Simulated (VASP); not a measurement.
Runs of VASP 6.6.1 on KCl. It takes space group Fm-3m (No. 225, cubic). The conventional cell has a = 6.290 Å, b = 6.290 Å, c = 6.290 Å, α = 90.00°, β = 90.00°, γ = 90.00°. K (site symmetry m-3m) has 6 Cl at 3.14 Å within 4.1 Å. Within 4.1 Å of Cl (site symmetry m-3m) lie 6 K at 3.14 Å. 

```csv
level,k mesh,grid for exact exchange (PRECFOCK),share of exact exchange,gap on the mesh (eV),pressure (GPa)
PBE,6 × 6 × 6,-,-,5.19,0.8
PBE0,6 × 6 × 6,Normal,0.25,7.24,0.5
PBE,8 × 8 × 8,-,-,5.19,0.8
r2SCAN,6 × 6 × 6,-,-,5.83,(a)
```

Alike in all rows: task single point; potentials or basis VASP PAW PBE potentials, release 64 (K_sv, Cl); no spin polarisation; cell as given; cutoff (eV) 520; smearing gaussian 0.01 eV.

Fill in the values left out.

(a) 0.0.

Caveats: the PAW data sets were made with another functional, which shifts forces and pressure a little (at least some runs).

A k mesh can miss the band edges.
